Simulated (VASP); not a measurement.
# Pb (P6_3/mmc) in VASP: a series of runs

The runs below take Pb through single point, with revPBE.

Program: VASP 6.6.1. These are calculated values, not measurements. Logs are shortened: lines on timing, memory, paths and dates and some standing lists are left out, and cuts for length are marked.

### 1 The cell of the first run

Symmetry: P6_3/mmc, No. 194, hexagonal system. The conventional cell has a = 3.636 Å, b = 3.636 Å, c = 5.961 Å, α = 90.00°, β = 90.00°, γ = 120.00°. Pb (site symmetry -6m2) has 12 Pb at 3.64 to 3.65 Å within 4.8 Å.

### 2 Single point, revPBE (volume scaled by 1.04)

INCAR

```
ALGO = Normal
EDIFF = 1E-7
ENCUT = 520
GGA = RE
ISIF = 2
ISMEAR = -1
LASPH = True
LCHARG = False
LREAL = False
LWAVE = False
NBANDS = 21
NELM = 80
PREC = Accurate
SIGMA = 0.1
```

KPOINTS

```
k-points
0
Gamma
  11 11 6
```

POSCAR

```
Pb
1.0
    3.6359329193      0.0000000000      0.0000000000
   -1.8179664597      3.1488102745      0.0000000000
    0.0000000000      0.0000000000      5.9609543068
Pb
2
Direct
    0.3333333333      0.6666666667      0.2500000000
    0.6666666667      0.3333333333      0.7500000000
```

Potentials or basis: VASP PAW PBE potentials, release 64 (Pb_d).

Launch:

```console
$ cat potpaw_PBE.64/Pb_d/POTCAR > POTCAR
$ mpirun -np 1 vasp_std > vasp.out
```

OUTCAR:

```text
EDIFF = 1E-7
   ENCUT = 520
   GGA = RE
   ISIF = 2
   ISMEAR = -1
   LASPH = True
   LREAL = False
   NELM = 80
   PREC = Accurate

 ion  position               nearest neighbor table
   1  0.333  0.667  0.250-   2 3.65   2 3.65   2 3.65   2 3.65   2 3.65   2 3.65
   2  0.667  0.333  0.750-   1 3.65   1 3.65   1 3.65   1 3.65   1 3.65   1 3.65

  LATTYP: Found a hexagonal cell.
 ALAT       =     3.6359329193
 C/A-ratio  =     1.6394566234

  Lattice vectors:

 A1 = (   3.6359329193,   0.0000000000,   0.0000000000)
 A2 = (  -1.8179664597,   3.1488102745,   0.0000000000)
 A3 = (   0.0000000000,   0.0000000000,   5.9609543068)

Analysis of symmetry for initial positions (statically):
=====================================================================
 Subroutine PRICEL returns:
 Original cell was already a primitive cell.

 Routine SETGRP: Setting up the symmetry group for a
 hexagonal supercell.

 Subroutine GETGRP returns: Found 24 space group operations
 (whereof 12 operations were pure point group operations)
 out of a pool of 24 trial point group operations.

The static configuration has the point symmetry D_3d.
 The point group associated with its full space group is D_6h.

Analysis of symmetry for dynamics (positions and initial velocities):
=====================================================================
 Subroutine PRICEL returns:
 Original cell was already a primitive cell.

 Routine SETGRP: Setting up the symmetry group for a
 hexagonal supercell.

 Subroutine GETGRP returns: Found 24 space group operations
 (whereof 12 operations were pure point group operations)
 out of a pool of 24 trial point group operations.

The dynamic configuration has the point symmetry D_3d.
 The point group associated with its full space group is D_6h.

 Subroutine INISYM returns: Found 24 space group operations
 (whereof 12 operations are pure point group operations),
 and found     1 'primitive' translations

----------------------------------------------------------------------------------------

                                     Primitive cell

  volume of cell :      68.2461

  direct lattice vectors                    reciprocal lattice vectors
     3.635932919  0.000000000  0.000000000     0.275032577  0.158790132  0.000000000
    -1.817966460  3.148810275  0.000000000     0.000000000  0.317580265  0.000000000
     0.000000000  0.000000000  5.960954307     0.000000000  0.000000000  0.167758374

  length of vectors
     3.635932919  3.635932919  5.960954307     0.317580265  0.317580265  0.167758374

  position of ions in fractional coordinates (direct lattice)
     0.333333333  0.666666667  0.250000000
     0.666666667  0.333333333  0.750000000

  ion indices of the primitive-cell ions
   primitive index   ion index
                 1           1
                 2           2

----------------------------------------------------------------------------------------

 KPOINTS: k-points

Automatic generation of k-mesh.
 Grid dimensions read from file:
 generate k-points for:   11   11    6

 Generating k-lattice:

  Cartesian coordinates                     Fractional coordinates (reciprocal lattice)
     0.025002962  0.014435467  0.000000000     0.090909091  0.000000000  0.000000000
     0.000000000  0.028870933  0.000000000     0.000000000  0.090909091  0.000000000
     0.000000000  0.000000000  0.027959729     0.000000000  0.000000000  0.166666667

  Length of vectors
     0.028870933  0.028870933  0.027959729

  Shift w.r.t. Gamma in fractional coordinates (k-lattice)
     0.000000000  0.000000000  0.000000000

 Subroutine IBZKPT returns following result:
 ===========================================

 Found     64 irreducible k-points:

 Following reciprocal coordinates:
            Coordinates               Weight
  0.000000  0.000000  0.000000      1.000000
  0.090909  0.000000  0.000000      6.000000
  0.181818  0.000000  0.000000      6.000000
  0.272727 -0.000000  0.000000      6.000000
  0.363636  0.000000  0.000000      6.000000
  0.454545  0.000000  0.000000      6.000000
[... 16 lines left out ...]
  0.090909  0.090909  0.166667     12.000000
  0.181818  0.090909  0.166667     24.000000
 [... further k-points ...]
   k-points           NKPTS =     64   k-points in BZ     NKDIM =     64   number of bands    NBANDS=     21
   number of dos      NEDOS =    301   number of ions     NIONS =      2
   total plane-waves  NPLWV =  37632
   dimension x,y,z NGX =    28 NGY =   28 NGZ =   48
   dimension x,y,z NGXF=    56 NGYF=   56 NGZF=   96
   ions per type =               2
   NGX,Y,Z   is equivalent  to a cutoff of  12.80, 12.80, 13.39 a.u.
   NGXF,Y,Z  is equivalent  to a cutoff of  25.60, 25.60, 26.77 a.u.
 SYSTEM =  unknown system
   PREC   = accura    normal or accurate (medium, high low for compatibility)
   ISTART =      0    job   : 0-new  1-cont  2-samecut
   ICHARG =      2    charge: 1-file 2-atom 10-const
   ISPIN  =      1    spin polarized calculation?
   LNONCOLLINEAR =      F non collinear calculations
   LSORBIT =      F    spin-orbit coupling
   LASPH  =      T    aspherical Exc in radial PAW
   ENCUT  =  520.0 eV  38.22 Ry    6.18 a.u.   6.76  6.76 11.08*2*pi/ulx,y,z
   NELM   =     80;   NELMIN=  2; NELMDL= -5     # of ELM steps
   EDIFF  = 0.1E-06   stopping-criterion for ELM
   LREAL  =      F    real-space projection
   EDIFFG = 0.1E-05   stopping-criterion for IOM
   NSW    =      0    number of steps for IOM
   IBRION =     -1    ionic relax: 0-MD 1-quasi-New 2-CG
   NFREE  =      0    steps in history (QN), initial steepest desc. (CG)
   ISIF   =      2    stress and relaxation
   ISYM   =      2    0-nonsym 1-usesym 2-fastsym
   POTIM  = 0.5000    time-step for ionic-motion
   TEBEG  =    0.0;   TEEND  =   0.0 temperature during run
   PSTRESS=    0.0 pullay stress
   NELECT =      28.0000    total number of electrons
   NUPDOWN=      -1.0000    fix difference up-down
   EMIN   =  10.00;   EMAX   =-10.00  energy-range for DOS
   EFERMI =   0.00;   METHOD = LEGACY
   ISMEAR =    -1;   SIGMA  =   0.10  broadening in eV -4-tet -1-fermi 0-gaus
   EFERMI_NEDOS =   21; number of points for ismear=-14 and -15
   IALGO  =     38    algorithm
   IMIX   =      4    mixing-type and parameters
     AMIX     =   0.40;   BMIX     =  1.00
     AMIX_MAG =   1.60;   BMIX_MAG =  1.00
  volume/ion in A,a.u.               =      34.12       230.27
  Fermi-wavevector in a.u.,A,eV,Ry     =   1.216470  2.298795 20.133896  1.479800
  Thomas-Fermi vector in A             =   2.351823
   LORBIT       =      0    0 simple, 1 ext, 2 COOP (PROOUT), +10 PAW based schemes
   GGA     = RE    functional components
   LHFCALC =     F    Hartree Fock is set to
   AEXX    =    0.0000 exact exchange contribution
   IVDW    =     0    specifies the selected vdW correction
   LEPSILON=     F    determine dielectric tensor
   LRPA    =     F    only Hartree local field effects (RPA)
 non-spin polarized calculation
  energy-cutoff  :      520.00
  volume of cell :       68.25
 maximum number of plane-waves:      1864
 NGX is ok and might be reduce to    28
   NGX = 13   NGY = 13   NGZ = 23

 number of electron      28.0000001 magnetization

 Free energy of the ion-electron system (eV)
  ---------------------------------------------------
  ext. energy  EPLUGINS =         0.00000000
  ---------------------------------------------------
  free energy    TOTEN  =        -6.46834594 eV

  energy without entropy =       -6.42777149  energy(sigma->0) =       -6.44805872

 E-fermi :   6.0983     XC(G=0):  -9.5588

 val. band max:        6.0555464642   @ k =   0.2727   0.1818   0.1667
 cond. band min:       6.1444009599   @ k =   0.1818   0.1818   0.0000
 fundamental gap:      0.0888544958
 Fermi energy:         6.0983393167

 k-point     1 :       0.0000    0.0000    0.0000
  band No.  band energies     occupation
      1     -10.9530      2.00000
      2     -10.9462      2.00000
      3     -10.9300      2.00000
      4     -10.9300      2.00000
      5     -10.9167      2.00000
      6     -10.9167      2.00000
[... 13 lines left out ...]
     20      14.8425      0.00000
     21      16.7753      0.00000

 k-point     2 :       0.0909    0.0000    0.0000
  band No.  band energies     occupation
      1     -10.9561      2.00000
      2     -10.9440      2.00000
      3     -10.9216      2.00000
      4     -10.9163      2.00000
      5     -10.9113      2.00000
      6     -10.9034      2.00000
[... 13 lines left out ...]
     20      15.3142      0.00000
     21      16.5448      0.00000

 k-point     3 :       0.1818    0.0000    0.0000
  band No.  band energies     occupation
      1     -10.9774      2.00000
      2     -10.9285      2.00000
      3     -10.9158      2.00000
      4     -10.9034      2.00000
      5     -10.8969      2.00000
      6     -10.8798      2.00000
[... 13 lines left out ...]
     20      15.4354      0.00000
     21      16.1931      0.00000

 k-point     4 :       0.2727   -0.0000    0.0000
  band No.  band energies     occupation
      1     -11.0031      2.00000
      2     -10.9327      2.00000
      3     -10.9285      2.00000
      4     -10.9118      2.00000
      5     -10.8897      2.00000
      6     -10.8317      2.00000
[... 13 lines left out ...]
     20      14.7410      0.00000
     21      15.7760      0.00000

 k-point     5 :       0.3636    0.0000    0.0000
  band No.  band energies     occupation
      1     -11.0255      2.00000
      2     -10.9537      2.00000
      3     -10.9418      2.00000
      4     -10.9247      2.00000
      5     -10.8626      2.00000
      6     -10.8433      2.00000
[... 13 lines left out ...]
     20      14.2969      0.00000
     21      15.4480      0.00000
[... 382 lines left out ...]
     20      13.4857      0.00000
     21      15.5114      0.00000

 k-point    22 :       0.4545    0.0000    0.1667
  band No.  band energies     occupation
      1     -11.0325      2.00000
      2     -10.9776      2.00000
      3     -10.9522      2.00000
      4     -10.9208      2.00000
      5     -10.8795      2.00000
      6     -10.8271      2.00000
[... 13 lines left out ...]
     20      13.2781      0.00000
     21      16.1279      0.00000

 k-point    23 :       0.0909    0.0909    0.1667
  band No.  band energies     occupation
      1     -10.9543      2.00000
      2     -10.9511      2.00000
      3     -10.9280      2.00000
      4     -10.9101      2.00000
      5     -10.8982      2.00000
      6     -10.8873      2.00000
[... 13 lines left out ...]
     20      15.0021      0.00000
     21      15.9400      0.00000

 k-point    24 :       0.1818    0.0909    0.1667
  band No.  band energies     occupation
      1     -10.9751      2.00000
      2     -10.9399      2.00000
      3     -10.9315      2.00000
      4     -10.9051      2.00000
      5     -10.8943      2.00000
      6     -10.8640      2.00000
[... 13 lines left out ...]
     20      14.7853      0.00000
     21      15.2397      0.00000

 [... further k-points ...]
[... 5 lines left out ...]
  --------------------------------------------------------------------------------------
  -------------------------------------------------------------------------------------
  Total       -0.6445018     -0.6445018     -0.6172232      0.0000000      0.0000000      0.0000000
  in kB      -15.1306155    -15.1306155    -14.4902100      0.0000000      0.0000000      0.0000000
  external PRESSURE =     -14.9171470 kB  Pullay stress =       0.0000000 kB

 VOLUME and BASIS-vectors are now :
 -----------------------------------------------------------------------------
  energy-cutoff  :      520.00
  volume of cell :       68.25
      direct lattice vectors                 reciprocal lattice vectors
     3.635932919  0.000000000  0.000000000     0.275032577  0.158790132  0.000000000
    -1.817966460  3.148810275  0.000000000     0.000000000  0.317580265  0.000000000
     0.000000000  0.000000000  5.960954307     0.000000000  0.000000000  0.167758374

 POSITION                                       TOTAL-FORCE (eV/Angst)
 -----------------------------------------------------------------------------------
     -0.00000      2.09921      1.49024         0.000000     -0.000000      0.000000
      1.81797      1.04960      4.47072        -0.000000      0.000000      0.000000
 -----------------------------------------------------------------------------------
    total drift:                               -0.000000      0.000000      0.000000

  FREE ENERGIE OF THE ION-ELECTRON SYSTEM (eV)
  ---------------------------------------------------
  free  energy   TOTEN  =        -6.4683459444 eV

  energy  without entropy=       -6.4277714917  energy(sigma->0) =       -6.44805872
```

Wall time 58 s (1 thread of Intel Xeon Platinum 8259CL at 2.50GHz (Skylake/Cascade Lake), shared host); peak memory 0.22 GiB.

Results:

```yaml
Free_energy: -6.4683 eV
Pressure: -1.5 GPa
Band_gap_on_the_k_mesh: zero (band 14 reaches 11.20 eV, above the bottom of band 15 at 4.77 eV)
```

Caveat: the PAW data sets were made with another functional, which shifts forces and pressure a little; spin-orbit coupling is left out, which moves the levels of the heavy elements.

(Part 1 of 2 ends here.)
